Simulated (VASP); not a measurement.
A run of VASP 6.6.1 is set up as follows.

INCAR

```
SYSTEM = Pd
ALGO = Fast
EDIFF = 1E-6
ENCUT = 520
GGA = PS
ISIF = 2
ISMEAR = 0
LASPH = .TRUE.
LCHARG = .TRUE.
LELF = .TRUE.
LREAL = .FALSE.
LVHAR = .TRUE.
LWAVE = .FALSE.
NBANDS = 11
NELM = 100
PREC = Accurate
SIGMA = 0.15
```

Contents of KPOINTS:

```
k-points
0
G
  20 20 20
  0 0 0
```

File POSCAR:

```
Pd
1.0
    0.0000000000      1.8671040000      1.7893080000
    1.8671040000      0.0000000000      1.7893080000
    1.8671040000      1.8671040000      0.0000000000
Pd
1
Direct
    0.0000000000      0.0000000000      0.0000000000
```

Potentials or basis: VASP PAW PBE potentials, release 64 (Pd).

Launch:

```console
$ cat potpaw_PBE.64/Pd/POTCAR > POTCAR
$ mpirun -np 1 vasp_std > vasp.out
```

Task: Estimate the pressure.

Result: 47.1 GPa.

Task: What does it give for the band gap on the k mesh?

Result: Zero (bands 5 and 6 overlap by 2.27 eV).

Stress tensor (GPa, compression positive):
```
45.79  0.00  0.00
 0.00 45.79  0.00
 0.00  0.00 49.71
```

Caveat: the cell differs from its parent crystal (strain -0.040 along x and y, -0.080 along z); the cell stands under pressure; the PAW data sets were made with another functional, which shifts forces and pressure a little.
